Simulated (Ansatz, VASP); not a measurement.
## Na3Ti2O: VASP beside Ansatz

```xyz
6
Lattice="4.9279 0.0000 0.0000 -2.4640 4.2677 0.0000 0.0000 0.0000 5.4516" Properties=species:S:1:pos:R:3 pbc="T T T"
Na    2.4640    0.0000    0.0000
Na   -1.2320    2.1339    0.0000
Na    1.2320    2.1339    0.0000
Ti    0.0000    0.0000    1.2241
Ti    0.0000    0.0000    4.2275
O     0.0000    0.0000    2.7258
```

Alike in both runs: task single point; functional PBE; k mesh 6 × 6 × 4; occupations gaussian, width 0.1 eV; collinear spin.

|  | VASP | Ansatz |
| --- | --- | --- |
| version | VASP 6.6.1 | Ansatz 0.2.0 |
| potentials or method | VASP PAW PBE potentials, release 64 (Na_pv, Ti_sv, O), cutoff 520 eV | scalar-relativistic, plane waves, PAW |
| valence electrons in the cell | 51 | 57 |

```tsv
	VASP	Ansatz	Ansatz less VASP
gap on the k mesh at the Fermi level (eV)	none	none	-
rms of the force components (eV/Å)	4.574	4.293	-0.2816
net moment per atom (μB)	0.00	0.00	0.000
size of the moment on the site where the two differ most (μB)	0.26	0.12	-0.137
```

Site moments also hang on the region over which each program counts them. Atom by atom the forces differ by 0.282 eV/Å (rms over components). A gap of «none» marks a metal or a gap that the smearing closes. VASP's potentials hold 51 valence electrons a cell and Ansatz's 57, so a difference there can come from the potentials and not from the codes.
